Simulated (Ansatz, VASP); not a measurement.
One calculation of Ta4O, two programs

```
Ta O
1.0
     3.25750    0.00000    0.00000
     0.00000    3.25750    0.00000
     0.00000    0.00000    7.40934
Ta O
4 1
Direct
  0.00000 0.00000 0.50000
  0.50000 0.50000 0.78316
  0.50000 0.50000 0.21684
  0.00000 0.00000 0.00000
  0.50000 0.50000 0.50000
```

Alike in both runs: task single point; functional PBEsol; k mesh 12 × 12 × 6; occupations tetrahedron; no spin polarisation.

```csv
,VASP,Ansatz
version,VASP 6.6.1,Ansatz 0.2.0
potentials or method,"VASP PAW PBE potentials, release 64 (Ta_pv, O), cutoff 520 eV","scalar-relativistic, plane waves, PAW"
valence electrons in the cell,50,58
```

Ansatz gave:

* gap on the k mesh at the Fermi level (eV): none
* pressure (GPa): -8.1
* traceless stress, the component that is largest in VASP (GPa): -0.61
* rms of the force components (eV/Å): 0.036

Question: Which values does VASP return?

Answer: gap on the k mesh at the Fermi level (eV): none; pressure (GPa): -7.8; traceless stress, the component that is largest in VASP (GPa): -0.49; rms of the force components (eV/Å): 0.023.

VASP's potentials were made for PBE, not for PBEsol. Atom by atom the forces differ by 0.014 eV/Å (rms over components). A gap of «none» marks a metal or a gap that the smearing closes. VASP's potentials hold 50 valence electrons a cell and Ansatz's 58, so a difference there can come from the potentials and not from the codes. Ansatz's warnings: band table not solved further, tetrahedron derivatives may miss energy slope.

Spin-orbit coupling is off throughout.
